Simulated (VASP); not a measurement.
# SiGe (P6_3mc) in VASP: a series of runs

The runs below take SiGe through single point, with r2SCAN.

Program: VASP 6.6.1. These are calculated values, not measurements. Logs are shortened: lines on timing, memory, paths and dates and some standing lists are left out, and cuts for length are marked.

### Step 1. The cell of the first run

It takes space group P6_3mc (No. 186, hexagonal). Conventional cell: a = 3.823 Å, b = 3.823 Å, c = 6.327 Å, α = 90.00°, β = 90.00°, γ = 120.00°. Si (site symmetry 3m) has 4 Ge at 2.35 to 2.36 Å within 3.1 Å. Within 3.1 Å of Ge (site symmetry 3m) lie 4 Si at 2.35 to 2.36 Å.

### Step 2. Single point, r2SCAN (20.02 Å³/atom)

File POSCAR:

```
SiGe
1.0
    3.8229921407      0.0000000000      0.0000000000
   -1.9114960703      3.3108083123      0.0000000000
    0.0000000000      0.0000000000      6.3274989649
Si Ge
2 2
Direct
    0.6666666667      0.3333333333      0.8742341912
    0.3333333333      0.6666666667      0.3742341912
    0.6666666667      0.3333333333      0.5007648088
    0.3333333333      0.6666666667      0.0007648088
```

File INCAR.step1:

```
ALGO = Normal ; EDIFF = 1E-4
ENCUT = 520 ; GGA = PE
ISMEAR = 0 ; LASPH = True
LCHARG = False ; LREAL = False
LWAVE = True ; NBANDS = 26
NELM = 100 ; PREC = Accurate
SIGMA = 0.02
```

File INCAR.step2:

```
ALGO = Normal ; EDIFF = 1E-7
ENCUT = 520 ; ISIF = 2
ISMEAR = 0 ; ISTART = 1
LASPH = True ; LCHARG = True
LELF = True ; LMIXTAU = True
LREAL = False ; LVHAR = True
LWAVE = False ; METAGGA = R2SCAN
NBANDS = 26 ; NELM = 100
PREC = Accurate ; SIGMA = 0.02
```

File KPOINTS:

```
k-points
0
Gamma
  12 12 4
```

Potentials or basis: VASP PAW PBE potentials, release 64 (Si, Ge_d).

Launch:

```sh
$ cat potpaw_PBE.64/Si/POTCAR potpaw_PBE.64/Ge_d/POTCAR > POTCAR
$ cp INCAR.step1 INCAR
$ mpirun -np 1 vasp_std > vasp.out
$ cp INCAR.step2 INCAR
$ mpirun -np 1 vasp_std > vasp.out
```

OUTCAR:

```text
EDIFF = 1E-7
   ENCUT = 520
   ISIF = 2
   ISMEAR = 0
   ISTART = 1
   LASPH = True
   LREAL = False
   METAGGA = R2SCAN
   NELM = 100
   PREC = Accurate

 ion  position               nearest neighbor table
   1  0.667  0.333  0.874-   4 2.35   4 2.35   4 2.35   3 2.36
   2  0.333  0.667  0.374-   3 2.35   3 2.35   3 2.35   4 2.36
   3  0.667  0.333  0.501-   2 2.35   2 2.35   2 2.35   1 2.36
   4  0.333  0.667  0.001-   1 2.35   1 2.35   1 2.35   2 2.36

  LATTYP: Found a hexagonal cell.
 ALAT       =     3.8229921407
 C/A-ratio  =     1.6551169168

  Lattice vectors:

 A1 = (   3.8229921407,   0.0000000000,   0.0000000000)
 A2 = (  -1.9114960703,   3.3108083123,   0.0000000000)
 A3 = (   0.0000000000,   0.0000000000,   6.3274989649)

Analysis of symmetry for initial positions (statically):
=====================================================================
 Subroutine PRICEL returns:
 Original cell was already a primitive cell.

 Routine SETGRP: Setting up the symmetry group for a
 hexagonal supercell.

 Subroutine GETGRP returns: Found 12 space group operations
 (whereof  6 operations were pure point group operations)
 out of a pool of 24 trial point group operations.

The static configuration has the point symmetry C_3v.
 The point group associated with its full space group is C_6v.

Analysis of symmetry for dynamics (positions and initial velocities):
=====================================================================
 Subroutine PRICEL returns:
 Original cell was already a primitive cell.

 Routine SETGRP: Setting up the symmetry group for a
 hexagonal supercell.

 Subroutine GETGRP returns: Found 12 space group operations
 (whereof  6 operations were pure point group operations)
 out of a pool of 24 trial point group operations.

The dynamic configuration has the point symmetry C_3v.
 The point group associated with its full space group is C_6v.

 Subroutine INISYM returns: Found 12 space group operations
 (whereof  6 operations are pure point group operations),
 and found     1 'primitive' translations

----------------------------------------------------------------------------------------

                                     Primitive cell

  volume of cell :      80.0884

  direct lattice vectors                    reciprocal lattice vectors
     3.822992141  0.000000000  0.000000000     0.261575217  0.151020522  0.000000000
    -1.911496070  3.310808312  0.000000000     0.000000000  0.302041044  0.000000000
     0.000000000  0.000000000  6.327498965     0.000000000  0.000000000  0.158040326

  length of vectors
     3.822992141  3.822992141  6.327498965     0.302041044  0.302041044  0.158040326

  position of ions in fractional coordinates (direct lattice)
     0.666666667  0.333333333  0.874234191
     0.333333333  0.666666667  0.374234191
     0.666666667  0.333333333  0.500764809
     0.333333333  0.666666667  0.000764809

  ion indices of the primitive-cell ions
   primitive index   ion index
                 1           1
                 2           2
                 3           3
                 4           4

----------------------------------------------------------------------------------------

 KPOINTS: k-points

Automatic generation of k-mesh.
 Grid dimensions read from file:
 generate k-points for:   12   12    4

 Generating k-lattice:

  Cartesian coordinates                     Fractional coordinates (reciprocal lattice)
     0.021797935  0.012585044  0.000000000     0.083333333 -0.000000000  0.000000000
     0.000000000  0.025170087  0.000000000     0.000000000  0.083333333  0.000000000
     0.000000000  0.000000000  0.039510082     0.000000000  0.000000000  0.250000000

  Length of vectors
     0.025170087  0.025170087  0.039510082

  Shift w.r.t. Gamma in fractional coordinates (k-lattice)
     0.000000000  0.000000000  0.000000000

 Subroutine IBZKPT returns following result:
 ===========================================

 Found     57 irreducible k-points:

 Following reciprocal coordinates:
            Coordinates               Weight
  0.000000  0.000000  0.000000      1.000000
  0.083333  0.000000  0.000000      6.000000
  0.166667  0.000000  0.000000      6.000000
  0.250000  0.000000  0.000000      6.000000
  0.333333  0.000000  0.000000      6.000000
  0.416667  0.000000  0.000000      6.000000
[... 16 lines left out ...]
  0.250000  0.000000  0.250000     12.000000
  0.333333  0.000000  0.250000     12.000000
 [... further k-points ...]
   k-points           NKPTS =     57   k-points in BZ     NKDIM =     57   number of bands    NBANDS=     26
   number of dos      NEDOS =    301   number of ions     NIONS =      4
   total plane-waves  NPLWV =  37632
   dimension x,y,z NGX =    28 NGY =   28 NGZ =   48
   dimension x,y,z NGXF=    56 NGYF=   56 NGZF=   96
   ions per type =               2   2
   NGX,Y,Z   is equivalent  to a cutoff of  12.18, 12.18, 12.61 a.u.
   NGXF,Y,Z  is equivalent  to a cutoff of  24.35, 24.35, 25.22 a.u.
 SYSTEM =  unknown system
   PREC   = accura    normal or accurate (medium, high low for compatibility)
   ISTART =      1    job   : 0-new  1-cont  2-samecut
   ICHARG =      0    charge: 1-file 2-atom 10-const
   ISPIN  =      1    spin polarized calculation?
   LNONCOLLINEAR =      F non collinear calculations
   LSORBIT =      F    spin-orbit coupling
   LASPH  =      T    aspherical Exc in radial PAW
   ENCUT  =  520.0 eV  38.22 Ry    6.18 a.u.   7.11  7.11 11.76*2*pi/ulx,y,z
   NELM   =    100;   NELMIN=  2; NELMDL=  0     # of ELM steps
   EDIFF  = 0.1E-06   stopping-criterion for ELM
   LREAL  =      F    real-space projection
   EDIFFG = 0.1E-05   stopping-criterion for IOM
   NSW    =      0    number of steps for IOM
   IBRION =     -1    ionic relax: 0-MD 1-quasi-New 2-CG
   NFREE  =      0    steps in history (QN), initial steepest desc. (CG)
   ISIF   =      2    stress and relaxation
   ISYM   =      2    0-nonsym 1-usesym 2-fastsym
   POTIM  = 0.5000    time-step for ionic-motion
   TEBEG  =    0.0;   TEEND  =   0.0 temperature during run
   PSTRESS=    0.0 pullay stress
   NELECT =      36.0000    total number of electrons
   NUPDOWN=      -1.0000    fix difference up-down
   EMIN   =  10.00;   EMAX   =-10.00  energy-range for DOS
   EFERMI =   0.00;   METHOD = LEGACY
   ISMEAR =     0;   SIGMA  =   0.02  broadening in eV -4-tet -1-fermi 0-gaus
   EFERMI_NEDOS =   21; number of points for ismear=-14 and -15
   IALGO  =     38    algorithm
   IMIX   =      4    mixing-type and parameters
     AMIX     =   0.40;   BMIX     =  1.00
     AMIX_MAG =   1.60;   BMIX_MAG =  1.00
  volume/ion in A,a.u.               =      20.02       135.12
  Fermi-wavevector in a.u.,A,eV,Ry     =   1.254062  2.369834 21.397509  1.572673
  Thomas-Fermi vector in A             =   2.387885
   LORBIT       =      0    0 simple, 1 ext, 2 COOP (PROOUT), +10 PAW based schemes
   METAGGA = R2SCAN    functional components
   LHFCALC =     F    Hartree Fock is set to
   AEXX    =    0.0000 exact exchange contribution
   IVDW    =     0    specifies the selected vdW correction
   LEPSILON=     F    determine dielectric tensor
   LRPA    =     F    only Hartree local field effects (RPA)
 non-spin polarized calculation
 Gauss-broadening in eV      SIGMA  =   0.02
  energy-cutoff  :      520.00
  volume of cell :       80.09
 maximum number of plane-waves:      2187
   NGX = 15   NGY = 15   NGZ = 23

 number of electron      36.0000019 magnetization

 Free energy of the ion-electron system (eV)
  ---------------------------------------------------
  ext. energy  EPLUGINS =         0.00000000
  ---------------------------------------------------
  free energy    TOTEN  =       -45.08589446 eV

  energy without entropy =      -45.08589446  energy(sigma->0) =      -45.08589446

 E-fermi :   6.2407     XC(G=0): -10.6647

 val. band max:        6.1505138111   @ k =   0.0000   0.0000   0.0000
 cond. band min:       6.7102241457   @ k =   0.5000   0.0000   0.0000
 fundamental gap:      0.5597103345
 Fermi energy:         6.2407192799

 k-point     1 :       0.0000    0.0000    0.0000
  band No.  band energies     occupation
      1     -19.1607      2.00000
      2     -19.1606      2.00000
      3     -19.1566      2.00000
      4     -19.1566      2.00000
      5     -19.1527      2.00000
      6     -19.1527      2.00000
[... 18 lines left out ...]
     25      10.8060      0.00000
     26      13.0831      0.00000

 k-point     2 :       0.0833    0.0000    0.0000
  band No.  band energies     occupation
      1     -19.1608      2.00000
      2     -19.1601      2.00000
      3     -19.1568      2.00000
      4     -19.1560      2.00000
      5     -19.1523      2.00000
      6     -19.1520      2.00000
[... 18 lines left out ...]
     25      11.1595      0.00000
     26      12.4742      0.00000

 k-point     3 :       0.1667    0.0000    0.0000
  band No.  band energies     occupation
      1     -19.1616      2.00000
      2     -19.1588      2.00000
      3     -19.1571      2.00000
      4     -19.1546      2.00000
      5     -19.1511      2.00000
      6     -19.1502      2.00000
[... 18 lines left out ...]
     25      12.0790      0.00000
     26      12.1597      0.00000

 k-point     4 :       0.2500    0.0000    0.0000
  band No.  band energies     occupation
      1     -19.1631      2.00000
      2     -19.1582      2.00000
      3     -19.1564      2.00000
      4     -19.1529      2.00000
      5     -19.1490      2.00000
      6     -19.1479      2.00000
[... 18 lines left out ...]
     25      13.1945      0.00000
     26      13.3862      0.00000

 k-point     5 :       0.3333    0.0000    0.0000
  band No.  band energies     occupation
      1     -19.1647      2.00000
      2     -19.1590      2.00000
      3     -19.1546      2.00000
      4     -19.1514      2.00000
      5     -19.1469      2.00000
      6     -19.1457      2.00000
[... 18 lines left out ...]
     25      13.5587      0.00000
     26      14.3201      0.00000

 k-point     6 :       0.4167    0.0000    0.0000
  band No.  band energies     occupation
      1     -19.1659      2.00000
      2     -19.1597      2.00000
      3     -19.1533      2.00000
      4     -19.1505      2.00000
      5     -19.1452      2.00000
      6     -19.1442      2.00000
[... 427 lines left out ...]
 k-point    21 :       0.0833    0.0000    0.2500
  band No.  band energies     occupation
      1     -19.1607      2.00000
      2     -19.1603      2.00000
      3     -19.1560      2.00000
      4     -19.1555      2.00000
      5     -19.1529      2.00000
      6     -19.1526      2.00000
[... 18 lines left out ...]
     25      10.7266      0.00000
     26      13.2725      0.00000

 k-point    22 :       0.1667    0.0000    0.2500
  band No.  band energies     occupation
      1     -19.1615      2.00000
      2     -19.1599      2.00000
      3     -19.1556      2.00000
      4     -19.1540      2.00000
      5     -19.1517      2.00000
      6     -19.1509      2.00000
[... 18 lines left out ...]
     25      11.7504      0.00000
     26      12.7779      0.00000

 k-point    23 :       0.2500    0.0000    0.2500
  band No.  band energies     occupation
      1     -19.1628      2.00000
      2     -19.1602      2.00000
      3     -19.1543      2.00000
      4     -19.1521      2.00000
      5     -19.1498      2.00000
      6     -19.1486      2.00000
[... 18 lines left out ...]
     25      12.7657      0.00000
     26      13.0098      0.00000

 k-point    24 :       0.3333    0.0000    0.2500
  band No.  band energies     occupation
      1     -19.1643      2.00000
      2     -19.1609      2.00000
      3     -19.1526      2.00000
      4     -19.1505      2.00000
      5     -19.1478      2.00000
      6     -19.1465      2.00000
[... 18 lines left out ...]
     25      13.9501      0.00000
     26      14.2072      0.00000

 [... further k-points ...]

------------------------ aborting loop because EDIFF is reached ----------------------------------------

  FORCE on cell =-STRESS in cart. coord.  units (eV):
  Direction    XX          YY          ZZ          XY          YZ          ZX
  --------------------------------------------------------------------------------------
  -------------------------------------------------------------------------------------
  Total        2.9635627      2.9635627      2.9532978      0.0000000      0.0000000      0.0000000
  in kB       59.2864130     59.2864130     59.0810632      0.0000000      0.0000000      0.0000000
  external PRESSURE =      59.2179631 kB  Pullay stress =       0.0000000 kB

 VOLUME and BASIS-vectors are now :
 -----------------------------------------------------------------------------
  energy-cutoff  :      520.00
  volume of cell :       80.09
      direct lattice vectors                 reciprocal lattice vectors
     3.822992141  0.000000000  0.000000000     0.261575217  0.151020522  0.000000000
    -1.911496070  3.310808312  0.000000000     0.000000000  0.302041044  0.000000000
     0.000000000  0.000000000  6.327498965     0.000000000  0.000000000  0.158040326

 POSITION                                       TOTAL-FORCE (eV/Angst)
 -----------------------------------------------------------------------------------
      1.91150      1.10360      5.53172        -0.000000     -0.000000     -0.004399
     -0.00000      2.20721      2.36797        -0.000000      0.000000     -0.004399
      1.91150      1.10360      3.16859         0.000000      0.000000      0.004399
     -0.00000      2.20721      0.00484         0.000000     -0.000000      0.004399
 -----------------------------------------------------------------------------------
    total drift:                               -0.000000     -0.000001      0.010964

  FREE ENERGIE OF THE ION-ELECTRON SYSTEM (eV)
  ---------------------------------------------------
  free  energy   TOTEN  =       -45.0858944638 eV

  energy  without entropy=      -45.0858944638  energy(sigma->0) =      -45.08589446
```

Wall time 6.7 min (1 thread of Oxide Virtual Turin-like, shared host); peak memory 0.22 GiB.

What came out:

```yaml
Free_energy: -45.0859 eV
Pressure: 5.9 GPa
Largest_force: 0.004 eV/Å
Band_gap_on_the_k_mesh: 0.56 eV (least direct gap 0.98 eV)
```

Forces on the atoms (eV/Å):
```
Si   0.000  0.000 -0.004
Si   0.000  0.000 -0.004
Ge   0.000  0.000  0.004
Ge   0.000  0.000  0.004
```

Caveat: the cell stands under pressure; semilocal functionals underestimate gaps, and a narrow one can read as zero; the PAW data sets were made with another functional, which shifts forces and pressure a little. A k mesh can miss the band edges.

(Part 1 of 2 ends here.)
